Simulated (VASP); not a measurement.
Input of a VASP 6.6.1 run:

File INCAR:

```
SYSTEM = GeIrPt6
ALGO = Normal
EDIFF = 1E-6
ENCUT = 500
GGA = PE
GGA_COMPAT = .FALSE.
ISIF = 2
ISMEAR = 0
LASPH = .TRUE.
LCHARG = .FALSE.
LREAL = .FALSE.
LWAVE = .FALSE.
NBANDS = 52
NELM = 120
PREC = Accurate
SIGMA = 0.2
```

Contents of KPOINTS:

```
k-points
0
G
  3 3 4
  0 0 0
```

The input POSCAR:

```
GeIrPt6
1.0
    5.5522577153      0.0000000027      0.0000000000
   -2.7761288600      4.8083962285      0.0000000000
    0.0000000000      0.0000000000      4.6522938229
Ge Ir Pt
1 1 6
Direct
    0.6666666667      0.3333333333      0.0000000000
    0.0000000000      0.0000000000      0.5000000000
    0.0020288271      0.5010144135      0.5000000000
    0.4989855865      0.5010144135      0.5000000000
    0.4989855865      0.9979711729      0.5000000000
    0.6725581502      0.8362790751      0.0000000000
    0.1637209249      0.8362790751      0.0000000000
    0.1637209249      0.3274418498      0.0000000000
```

Potentials or basis: VASP PAW PBE potentials, release 64 (Ge_d, Ir, Pt).

Launch:

```bash
$ cat potpaw_PBE.64/Ge_d/POTCAR potpaw_PBE.64/Ir/POTCAR potpaw_PBE.64/Pt/POTCAR > POTCAR
$ mpirun -np 1 vasp_std > vasp.out
```

(1) Predict the largest force.

(2) What does it give for the pressure?

## Answers

(1) 0.040 eV/Å.

(2) -0.1 GPa.

Caveat: the k points lie up to 0.44 Å⁻¹ apart.
